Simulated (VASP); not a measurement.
A run of VASP 6.6.1:

The input INCAR:

```
PREC = Accurate
ENCUT = 520
EDIFF = 1E-6
ISMEAR = 0
SIGMA = 0.1
LREAL = False
LASPH = True
NELM = 60
ALGO = Fast
ISIF = 2
LWAVE = False
LCHARG = False
GGA = PE
NBANDS = 39
```

File KPOINTS:

```
Automatic mesh
0
Gamma
  4 4 4
```

File POSCAR:

```
Sn4Te
1.0
    6.0953974700      0.0000000000      0.0000000000
    0.0000000000      6.0953974700      0.0000000000
    0.0000000000      0.0000000000      4.6620188600
Sn Te
4 1
Direct
    0.7078659600      0.7078659600      0.0000000000
    0.2921340400      0.2921340400      0.0000000000
    0.7078659600      0.2921340400      0.0000000000
    0.2921340400      0.7078659600      0.0000000000
    0.5000000000      0.5000000000      0.5000000000
```

Potentials or basis: VASP PAW PBE potentials, release 64 (Sn_d, Te).

Run with:

```bash
$ cat potpaw_PBE.64/Sn_d/POTCAR potpaw_PBE.64/Te/POTCAR > POTCAR
$ mpirun -np 1 vasp_std > vasp.out
```

Hardware: 1 thread of Intel(R) Xeon(R) 6975P-C (Granite Rapids) (shared host).

Question: How long does it take, and how much memory?

Answer: It took 55 s on 1 thread of Intel(R) Xeon(R) 6975P-C (Granite Rapids), on a shared host, peak memory 0.33 GiB. Counts: scf iterations 15, k points 18.
